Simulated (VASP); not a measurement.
A run of VASP 6.6.1 is set up as follows.

POSCAR

```
GaF
1.0
    0.0000000000      2.8462400000      2.8462400000
    2.8462400000      0.0000000000      2.8462400000
    2.8462400000      2.8462400000      0.0000000000
Ga F
1 1
Direct
    0.2500000000      0.2500000000      0.2500000000
    0.0000000000      0.0000000000      0.0000000000
```

Contents of INCAR.step1:

```
PREC = Accurate
ENCUT = 600
EDIFF = 1E-5
ISMEAR = -1
SIGMA = 0.05
LREAL = False
LASPH = True
NELM = 80
ALGO = Normal
LWAVE = True
LCHARG = False
GGA = PE
NBANDS = 17
```

File INCAR.step2:

```
PREC = Accurate
ENCUT = 600
EDIFF = 1E-6
ISMEAR = -1
SIGMA = 0.05
LREAL = False
LASPH = True
NELM = 80
ALGO = Normal
ISIF = 3
LWAVE = False
LCHARG = False
GGA = PS
LHFCALC = True
AEXX = 0.25
PRECFOCK = Normal
IBRION = 2
NSW = 60
EDIFFG = -0.01
ISTART = 1
```

The input KPOINTS:

```
Automatic mesh
0
Gamma
  4 4 4
```

Potentials or basis: VASP PAW PBE potentials, release 64 (Ga_d, F).

The run is started by

```console
$ cat potpaw_PBE.64/Ga_d/POTCAR potpaw_PBE.64/F/POTCAR > POTCAR
$ cp INCAR.step1 INCAR
$ mpirun -np 1 vasp_std > vasp.out
$ cp INCAR.step2 INCAR
$ mpirun -np 1 vasp_std > vasp.out
```

Problem. What does it give for the band gap on the k mesh?

Solution. 3.39 eV.

Problem. Predict the relaxed volume.

Solution. 21.44 Å³/atom.

Problem. Predict the space group after relaxing (to 0.1 Å).

Solution. F-43m (No. 216).

Problem. What does it give for the relaxed cell?

Solution. a = 3.929 Å, b = 3.929 Å, c = 3.929 Å, α = 60.00°, β = 60.00°, γ = 60.00°.

Final structure:
```
CELL_PARAMETERS angstrom
0.00000 2.77797 2.77797
2.77797 0.00000 2.77797
2.77797 2.77797 0.00000
ATOMIC_POSITIONS crystal
Ga 0.25000 0.25000 0.25000
F 0.00000 0.00000 0.00000
```

Caveat: the k points lie up to 0.49 Å⁻¹ apart in the final cell; the PAW data sets were made with another functional, which shifts forces and pressure a little. A k mesh can miss the band edges.
